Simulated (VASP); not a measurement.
# Li: single point with PBEsol+D3(BJ)

Crystal: Li.

```
Li
1.0
     0.00000   -2.09548   -2.09548
     0.00000    2.09548   -2.09548
     4.19096    0.00000    0.00000
Li
2
Direct
  0.60141 0.39859 0.50000
  0.89859 0.10141 0.00000
```

This cell differs from its parent crystal: mode 4 frozen in at -0.425 Å and mode 5 at +0.000 Å (largest displacements).

```json
{"Program": "VASP 6.6.1", "Task": "single point", "Functional": "PBEsol", "Dispersion": "D3(BJ)", "Potentials or basis": "VASP PAW PBE potentials, release 64 (Li_sv)", "Cutoff": "520 eV", "k mesh": "16 × 16 × 10", "Occupations": "gaussian, width 0.15 eV", "Spin": "no spin polarisation", "Dipole correction": "no", "Further INCAR settings": "ALGO = Fast; EDIFF = 1e-06; NBANDS = 10"}
```

```
Largest force              : 0.625 eV/Å
Band gap on the k mesh     : zero (band 3 reaches 3.97 eV, above the bottom of band 4 at -1.20 eV)
Dispersion energy per atom : -0.165 eV
```

Forces in eV/Å, atoms in the order of the input:
```
Li   0.000  0.625  0.000
Li   0.000 -0.625  0.000
```

Levels at points of the mesh, in eV from the Fermi level:
```tsv
k point	band 1	band 2	band 3	band 4	band 5	band 6	band 7
(0.00, 0.00, 0.00)	-46.12	-46.04	-3.72	1.31	5.08	9.51	9.79
(0.50, 0.00, 0.00)	-46.10	-46.04	-1.18	0.11	4.45	6.86	7.43
(0.50, 0.50, 0.00)	-46.09	-46.03	1.48	2.34	3.22	5.10	7.33
(0.00, 0.00, 0.50)	-46.08	-46.08	-2.18	-2.18	10.24	10.24	10.95
(0.50, 0.00, 0.50)	-46.07	-46.07	-0.01	-0.01	2.85	2.85	12.99
(0.50, 0.50, 0.50)	-46.06	-46.06	2.99	2.99	3.58	3.58	5.62
```

Run time: 71 s on 1 thread of Intel(R) Xeon(R) Platinum 8488C (Sapphire Rapids), with other jobs on the host, peak memory 0.24 GiB.

Caveat: the cell differs from its parent crystal (mode 4 frozen in at -0.425 Å and mode 5 at +0.000 Å (largest displacements)); the PAW data sets were made with another functional, which shifts forces and pressure a little.
